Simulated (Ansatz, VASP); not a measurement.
Two plane-wave programs on C

```xyz
3
Lattice="6.8332 0.0000 0.0000 -3.4166 5.9177 0.0000 0.0000 0.0000 1.3005" Properties=species:S:1:pos:R:3 pbc="T T T"
C     0.0000    0.0000    0.0000
C     0.0000    3.9452    0.6503
C     3.4166    1.9726    0.6503
```

Alike in both runs: task single point; functional BLYP; k mesh 6 × 6 × 27; occupations fermi-dirac, width 0.1 eV; no spin polarisation.

```csv
,VASP,Ansatz
version,VASP 6.6.1,Ansatz 0.2.0
potentials or method,"VASP PAW PBE potentials, release 64 (C), cutoff 520 eV","plane waves (420 eV) with PAW, scalar-relativistic"
valence electrons in the cell,12,12
```

```csv
,VASP,Ansatz,Ansatz less VASP
pressure (GPa),-5.2,-4.9,+0.24
"traceless stress, the component that is largest in VASP (GPa)",-11.27,-10.84,+0.427
```

VASP's potentials were made for PBE, not for BLYP. With one functional, cell and mesh, what is left measures potentials, basis and numerics.
